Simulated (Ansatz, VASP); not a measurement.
**Hf2TaN3: VASP beside Ansatz**

```
Hf Ta N
1.0
     4.49337    0.00000    0.00000
    -2.24668    3.89137    0.00000
     0.00000    0.00000    4.92148
Hf Ta N
2 1 3
Direct
  0.33333 0.66667 0.50000
  0.66667 0.33333 0.50000
  0.00000 0.00000 0.00000
  0.33333 0.66667 0.00000
  0.66667 0.33333 0.00000
  0.00000 0.00000 0.50000
```

Alike in both runs: task single point; functional PBE; k mesh 6 × 6 × 4; occupations gaussian, width 0.1 eV; no spin polarisation.

|  | VASP | Ansatz |
| --- | --- | --- |
| version | VASP 6.6.1 | Ansatz 0.2.0 |
| potentials or method | VASP PAW PBE potentials, release 64 (Hf_pv, Ta_pv, N), cutoff 520 eV | scalar-relativistic, plane waves, PAW |
| valence electrons in the cell | 46 | 80 |

Ansatz gave:

```
gap on the k mesh at the Fermi level (eV)                     : none
pressure (GPa)                                                : -24.6
traceless stress, the component that is largest in VASP (GPa) : -35.73
```

Question: Which values does VASP return?

Answer: gap on the k mesh at the Fermi level (eV): none; pressure (GPa): -25.1; traceless stress, the component that is largest in VASP (GPa): -35.72.

A gap of «none» marks a metal or a gap that the smearing closes. VASP's potentials hold 46 valence electrons a cell and Ansatz's 80, so a difference there can come from the potentials and not from the codes.

Neither program's run includes spin-orbit coupling.
